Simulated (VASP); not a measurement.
# Re (Fm-3m) in VASP: notebook, part 2 of 2

VASP 6.6.1. Earlier steps stand in the parts before.

### 3 Single point, AM05

The input, POSCAR:

```
Re
1.0
    0.0000000000      1.9750000000      1.9750000000
    1.9750000000      0.0000000000      1.9750000000
    1.9750000000      1.9750000000      0.0000000000
Re
1
Direct
    0.0000000000      0.0000000000      0.0000000000
```

The input, INCAR.step1:

```
  ALGO = Normal
  EDIFF = 1E-6
  ENCUT = 450
  GGA = AM
  GGA_COMPAT = F
  ISMEAR = 1
  LASPH = T
  LCHARG = T
  LMAXMIX = 4
  LREAL = F
  LWAVE = F
  NBANDS = 18
  NELM = 120
  PREC = Accurate
  SIGMA = 0.1
```

The input, KPOINTS.step1:

```
k-points
0
Gamma
  13 13 13
```

The input, INCAR.step2:

```
  ALGO = Normal
  EDIFF = 1E-6
  EMAX = 15.4407
  EMIN = -9.5593
  ENCUT = 450
  GGA = AM
  GGA_COMPAT = F
  ICHARG = 11
  ISMEAR = -5
  LASPH = T
  LCHARG = F
  LMAXMIX = 4
  LORBIT = 11
  LREAL = F
  LWAVE = F
  NBANDS = 18
  NEDOS = 4001
  NELM = 120
  PREC = Accurate
```

The input, KPOINTS.step2:

```
Automatic mesh
0
Gamma
  35 35 35
  0 0 0
```

Potentials or basis: VASP PAW PBE potentials, release 64 (Re).

Run with:

```console
$ cat potpaw_PBE.64/Re/POTCAR > POTCAR
$ cp INCAR.step1 INCAR
$ cp KPOINTS.step1 KPOINTS
$ mpirun -np 1 vasp_std > vasp.out
$ cp INCAR.step2 INCAR
$ cp KPOINTS.step2 KPOINTS
$ mpirun -np 1 vasp_std > vasp.out
```

It took 90 s on 1 thread of Intel Xeon 6975P-C (Granite Rapids), shared host; peak memory 0.31 GiB.

It converged, with:

* Valence electrons inside the program's atomic spheres: Re 5.96
* Density of states at the Fermi level: 0.87 states/eV/atom

Levels at points of the mesh, in eV from the Fermi level:
```
           k point  band 1  band 2  band 3  band 4  band 5  band 6  band 7  band 8
(0.00, 0.00, 0.00)   -9.85   -1.80   -1.80   -1.80    1.17    1.17   13.87   19.25
```

Caveat: the PAW data sets were made with another functional, which shifts forces and pressure a little; spin-orbit coupling is left out, which moves the levels of the heavy elements; tetrahedron occupations give inexact forces and stress in metals.

### 4 Equation of state, PBE

The input, POSCAR.step1:

```
Re
1.0
    0.0000000000      1.9138779140      1.9138779140
    1.9138779140      0.0000000000      1.9138779140
    1.9138779140      1.9138779140      0.0000000000
Re
1
Direct
    0.0000000000      0.0000000000      0.0000000000
```

The input, POSCAR.step2:

```
Re
1.0
    0.0000000000      1.9346825647      1.9346825647
    1.9346825647      0.0000000000      1.9346825647
    1.9346825647      1.9346825647      0.0000000000
Re
1
Direct
    0.0000000000      0.0000000000      0.0000000000
```

The input, POSCAR.step3:

```
Re
1.0
    0.0000000000      1.9550491410      1.9550491410
    1.9550491410      0.0000000000      1.9550491410
    1.9550491410      1.9550491410      0.0000000000
Re
1
Direct
    0.0000000000      0.0000000000      0.0000000000
```

The input, POSCAR.step4:

```
Re
1.0
    0.0000000000      1.9750000000      1.9750000000
    1.9750000000      0.0000000000      1.9750000000
    1.9750000000      1.9750000000      0.0000000000
Re
1
Direct
    0.0000000000      0.0000000000      0.0000000000
```

The input, POSCAR.step5:

```
Re
1.0
    0.0000000000      1.9945557272      1.9945557272
    1.9945557272      0.0000000000      1.9945557272
    1.9945557272      1.9945557272      0.0000000000
Re
1
Direct
    0.0000000000      0.0000000000      0.0000000000
```

The input, POSCAR.step6:

```
Re
1.0
    0.0000000000      2.0137353243      2.0137353243
    2.0137353243      0.0000000000      2.0137353243
    2.0137353243      2.0137353243      0.0000000000
Re
1
Direct
    0.0000000000      0.0000000000      0.0000000000
```

The input, POSCAR.step7:

```
Re
1.0
    0.0000000000      2.0325563715      2.0325563715
    2.0325563715      0.0000000000      2.0325563715
    2.0325563715      2.0325563715      0.0000000000
Re
1
Direct
    0.0000000000      0.0000000000      0.0000000000
```

The input, INCAR:

```
SYSTEM = Re
GGA = PE
ISMEAR = 1
SIGMA = 0.1
LWAVE = .FALSE.
LCHARG = .FALSE.
ISIF = 2
NSW = 0
ENCUT = 500
PREC = Accurate
LASPH = .TRUE.
LREAL = .FALSE.
ALGO = Normal
EDIFF = 1E-7
NELM = 120
GGA_COMPAT = .FALSE.
```

The input, KPOINTS:

```
k-points
0
Gamma
  14 14 14
```

Potentials or basis: VASP PAW PBE potentials, release 64 (Re_sv_GW).

Run with:

```console
$ cat potpaw_PBE.64/Re_sv_GW/POTCAR > POTCAR
$ cp POSCAR.step1 POSCAR
$ mpirun -np 1 vasp_std > vasp.out
$ cp POSCAR.step2 POSCAR
$ mpirun -np 1 vasp_std > vasp.out
$ cp POSCAR.step3 POSCAR
$ mpirun -np 1 vasp_std > vasp.out
$ cp POSCAR.step4 POSCAR
$ mpirun -np 1 vasp_std > vasp.out
$ cp POSCAR.step5 POSCAR
$ mpirun -np 1 vasp_std > vasp.out
$ cp POSCAR.step6 POSCAR
$ mpirun -np 1 vasp_std > vasp.out
$ cp POSCAR.step7 POSCAR
$ mpirun -np 1 vasp_std > vasp.out
```

Wall time 2 min (1 thread of Intel Xeon Platinum 8259CL at 2.50GHz (Skylake/Cascade Lake), shared host); peak memory 0.15 GiB.

The run converged. Its results:

- Equilibrium volume: 14.99 Å³/atom
- Bulk modulus: 360 GPa
- Pressure derivative of the bulk modulus: 4.4

Energy against volume, from the lowest point:
```tsv
volume (Å³/atom)	energy (meV/atom)
14.021	79.71
14.483	20.76
14.945	0.00
15.407	11.85
15.870	51.86
16.332	114.76
16.794	197.48
```

Caveat: spin-orbit coupling is left out, which moves the levels of the heavy elements.

### 5 Phonons, PBE+D4

The input, INCAR:

```
SYSTEM = Re
ALGO = Normal
EDIFF = 1E-8
ENCUT = 520
GGA = PE
IBRION = 6
ISIF = 2
ISMEAR = -1
IVDW = 13
LASPH = .TRUE.
LCHARG = .FALSE.
LREAL = .FALSE.
LWAVE = .FALSE.
NBANDS = 10
NELM = 80
NFREE = 2
NSW = 1
POTIM = 0.015
PREC = Accurate
SIGMA = 0.15
```

The input, KPOINTS:

```
k-points
0
G
  8 8 8
  0 0 0
```

POSCAR is that of step 3.

Potentials or basis: VASP PAW PBE potentials, release 64 (Re).

Run with:

```console
$ cat potpaw_PBE.64/Re/POTCAR > POTCAR
$ mpirun -np 1 vasp_std > vasp.out
```

OUTCAR:

```text
SYSTEM = Re
   EDIFF = 1E-8
   ENCUT = 520
   GGA = PE
   IBRION = 6
   ISIF = 2
   ISMEAR = -1
   IVDW = 13
   LASPH = .TRUE.
   LREAL = .FALSE.
   NELM = 80
   NFREE = 2
   NSW = 1
   POTIM = 0.015
   PREC = Accurate

 ion  position               nearest neighbor table
   1  0.000  0.000  0.000-

  LATTYP: Found a face centered cubic cell.
 ALAT       =     3.9500000000

  Lattice vectors:

 A1 = (   0.0000000000,   1.9750000000,   1.9750000000)
 A2 = (   1.9750000000,   0.0000000000,   1.9750000000)
 A3 = (   1.9750000000,   1.9750000000,   0.0000000000)

Analysis of symmetry for initial positions (statically):
=====================================================================
 Subroutine PRICEL returns:
 Original cell was already a primitive cell.

 Routine SETGRP: Setting up the symmetry group for a
 face centered cubic supercell.

 Subroutine GETGRP returns: Found 48 space group operations
[... 269 lines left out ...]
      9      26.8556      0.00000
     10      26.8556      0.00000
[... 287 lines left out ...]
 k-point    24 :      -0.3750    0.2500    0.1250
  band No.  band energies     occupation
      1       2.6011      2.00000
      2       4.0487      2.00000
      3       5.7170      2.00000
      4       7.1017      1.95144
      5      10.7355      0.00000
      6      14.5040      0.00000
      7      16.0098      0.00000
      8      23.6807      0.00000
      9      24.3478      0.00000
     10      27.2673      0.00000

 [... further k-points ...]

------------------------ aborting loop because EDIFF is reached ----------------------------------------

  DFT-D4 for vdW energy calculation

  Edisp (eV):   -0.67763
[... 24 lines left out ...]
  FREE ENERGIE OF THE ION-ELECTRON SYSTEM (eV)
  ---------------------------------------------------
  free  energy   TOTEN  =       -13.0401192254 eV

  energy  without entropy=      -12.9604405913  energy(sigma->0) =      -13.00027991

 INTERNAL STRAIN TENSORS FROM DISPLACED ATOMS
 ============================================

 INTERNAL STRAIN TENSOR FOR ION    1 for displacements in x,y,z  (eV/Angst):
          X           Y           Z          XY          YZ          ZX
  --------------------------------------------------------------------------------
  x     0.00000     0.00000     0.00000     0.00000     0.00000     0.00000
  y     0.00000     0.00000     0.00000     0.00000     0.00000     0.00000
  z     0.00000     0.00000     0.00000     0.00000     0.00000     0.00000

 Eigenvectors and eigenvalues of the dynamical matrix
 ----------------------------------------------------

   1 f  =    0.000000 THz     0.000000 2PiTHz    0.000000 cm-1     0.000000 meV
             X         Y         Z           dx          dy          dz
      0.000000  0.000000  0.000000     0.514496   -0.857493    0.000000

   2 f  =    0.000000 THz     0.000000 2PiTHz    0.000000 cm-1     0.000000 meV
             X         Y         Z           dx          dy          dz
      0.000000  0.000000  0.000000    -0.857493   -0.514496    0.000000

   3 f  =    0.000000 THz     0.000000 2PiTHz    0.000000 cm-1     0.000000 meV
             X         Y         Z           dx          dy          dz
      0.000000  0.000000  0.000000     0.000000    0.000000    1.000000

 ELASTIC MODULI CONTR FROM IONIC RELAXATION (kBar)
 Direction    XX          YY          ZZ          XY          YZ          ZX
 --------------------------------------------------------------------------------
 XX           0.0000      0.0000      0.0000      0.0000      0.0000      0.0000
 YY           0.0000      0.0000      0.0000      0.0000      0.0000      0.0000
 ZZ           0.0000      0.0000      0.0000      0.0000      0.0000      0.0000
 XY           0.0000      0.0000      0.0000      0.0000      0.0000      0.0000
 YZ           0.0000      0.0000      0.0000      0.0000      0.0000      0.0000
 ZX           0.0000      0.0000      0.0000      0.0000      0.0000      0.0000
 --------------------------------------------------------------------------------
```

It took 17 s on 1 thread of Intel Xeon Platinum 8259CL at 2.50GHz (Skylake/Cascade Lake), shared host; peak memory 0.14 GiB.

Results:

```yaml
Dispersion_energy_per_atom: -0.678 eV
```

Caveat: the cell stands under pressure or tension, which shifts response properties; spin-orbit coupling is left out, which moves the levels of the heavy elements.
